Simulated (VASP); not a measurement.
**B8N7 (a cell with a defect): single point with PBE**

The system is B8N7 (a cell with a defect).

```
B N
1.0
    -1.27705   -2.21191   -4.22404
    -1.27705   -2.21191    4.22404
    -2.55409    4.42382    0.00000
B N
8 7
Direct
  0.66675 0.66658 0.83333
  0.66675 0.66658 0.33333
  0.16675 0.16658 0.83333
  0.16675 0.16658 0.33333
  0.08342 0.58325 0.16667
  0.08342 0.58325 0.66667
  0.58342 0.08325 0.16667
  0.58342 0.08325 0.66667
  0.77496 0.40014 0.23127
  0.35408 0.97925 0.83333
  0.35408 0.97925 0.33333
  0.27075 0.39592 0.16667
  0.27075 0.39592 0.66667
  0.77075 0.89592 0.16667
  0.77075 0.89592 0.66667
```

This cell differs from its parent crystal: atoms taken out, atom 9 moved -0.125 of the way to it and +0.350 Å across, host rigid.

```
Program             : VASP 6.6.1
Task                : single point
Functional          : PBE
Potentials or basis : VASP PAW PBE potentials, release 64 (B, N)
Cutoff              : 520 eV
k mesh              : 6 × 6 × 6
Occupations         : gaussian, width 0.05 eV
Spin                : no spin polarisation
```

```json
{"Largest force": "14.121 eV/Å"}
```

Forces in eV/Å, atoms in the order of the input:
```
B    -0.445   0.027   3.881
B     1.434  -0.733   0.332
B    -0.222   0.166  -0.066
B     0.211  -0.067   0.093
B    -1.708   1.348  -2.006
B    -1.430  -2.157  -2.136
B     6.233   5.796  -4.150
B     3.236   1.537  -1.525
N   -11.839  -6.151   4.626
N     3.234  -0.084   0.962
N     0.156   0.129   0.691
N     0.784  -0.125   1.508
N     0.112   0.226   0.497
N     0.580  -0.023  -1.766
N    -0.336   0.111  -0.942
```

Levels at points of the mesh, in eV from the Fermi level:
| k point | band 25 | band 26 | band 27 | band 28 | band 29 | band 30 | band 31 | band 32 |
| --- | --- | --- | --- | --- | --- | --- | --- | --- |
| (0.00, 0.00, 0.00) | -1.15 | -0.57 | 0.15 | 0.43 | 0.67 | 5.08 | 5.61 | 6.63 |
| (0.50, 0.00, 0.00) | -1.38 | -0.90 | -0.75 | -0.25 | 0.09 | 3.30 | 4.94 | 5.78 |
| (0.00, 0.50, 0.50) | -1.37 | -1.05 | -0.79 | -0.38 | 0.71 | 3.06 | 5.17 | 5.32 |
| (0.00, 0.50, 0.00) | -1.27 | -1.06 | -0.72 | -0.33 | 0.05 | 3.31 | 4.89 | 5.81 |
| (0.50, 0.00, 0.50) | -1.48 | -1.09 | -0.95 | -0.03 | 0.53 | 3.13 | 5.26 | 5.42 |
| (0.50, 0.50, 0.00) | -0.85 | -0.69 | 0.12 | 0.20 | 0.29 | 3.60 | 5.33 | 6.24 |
| (0.00, 0.00, 0.50) | -1.18 | -1.11 | -0.35 | 0.18 | 0.32 | 3.57 | 5.69 | 5.96 |
| (0.50, 0.50, 0.50) | -2.32 | -1.67 | -1.40 | -1.06 | 0.63 | 3.42 | 4.09 | 5.21 |

It took 10 min on 1 thread of Intel(R) Xeon(R) 6975P-C (Granite Rapids), with other jobs on the host, peak memory 0.42 GiB.

Caveat: the cell carries a net charge on a neutralising background, which shifts energy and pressure; the cell differs from its parent crystal (atoms taken out, atom 9 moved -0.125 of the way to it and +0.350 Å across, host rigid); the cell is charged against a uniform background, so pressure and absolute levels hang on convention.
